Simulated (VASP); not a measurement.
Here is a VASP 6.6.1 calculation.

INCAR

```
ALGO = Normal
EDIFF = 1E-6
ENCUT = 520
GGA = CA
ISIF = 2
ISMEAR = -1
LASPH = T
LCHARG = F
LREAL = F
LWAVE = F
NBANDS = 20
NELM = 80
PREC = Accurate
SIGMA = 0.05
```

The input KPOINTS:

```
k-points
0
Gamma
  10 10 10
```

File POSCAR:

```
MoS2
1.0
    1.5531337754      0.8967022033      5.9901657895
   -1.5531337754      0.8967022033      5.9901657895
    0.0000000000     -1.7934044066      5.9901657895
Mo S
1 2
Direct
    0.0000000000      0.0000000000      0.0000000000
    0.2500000000      0.2500000000      0.2500000000
    0.7500000000      0.7500000000      0.7500000000
```

Potentials or basis: VASP PAW LDA potentials, release 64 (Mo_sv, S).

The run is started by

```console
$ cat potpaw_LDA.64/Mo_sv/POTCAR potpaw_LDA.64/S/POTCAR > POTCAR
$ mpirun -np 1 vasp_std > vasp.out
```

(1) Estimate the largest force.

(2) Estimate the band gap on the k mesh.

(3) Estimate the pressure.

Results:

(1) 1.785 eV/Å.

(2) zero (band 13 reaches 8.74 eV, above the bottom of band 14 at 8.20 eV).

(3) 11.1 GPa.

Caveat: forces of over 1 eV/Å act on the atoms, so gaps and moduli don't describe the material at rest.
